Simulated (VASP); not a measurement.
Runs of VASP 6.6.1 on SiC (ae). The structure is that of space group F-43m (No. 216), or close to it. The cells are those of the table. 

```csv
task,cell,gap on the mesh (eV),pressure (GPa)
single point,"a = 3.034 Å, angles 60.0°, 2 atoms",(b),14.6
single point,"a = 3.187 Å, angles 60.0°, 2 atoms",1.44,(a)
single point,"a = 3.128 Å, angles 60.0°, 2 atoms",1.40,(c)
relaxation of cell and atoms,"relaxed from a = 3.109 Å, angles 60.0°, 2 atoms",1.37,0.0
single point,"a = 3.097 Å, angles 60.0°, 2 atoms",1.37,-0.2
single point,"a = 3.066 Å, angles 60.0°, 2 atoms",1.34,6.7
single point,"a = 3.001 Å, angles 60.0°, 2 atoms",1.28,23.8
```

Alike in all rows: level PBE; potentials or basis VASP PAW PBE potentials, release 64 (Si, C); no spin polarisation; k mesh 10 × 10 × 10; cutoff (eV) 600; smearing gaussian 0.02 eV.

Problem. Fill in the values left out.

Solution. (a) -15.6; (b) 1.31; (c) -6.1.

A k mesh can miss the band edges.
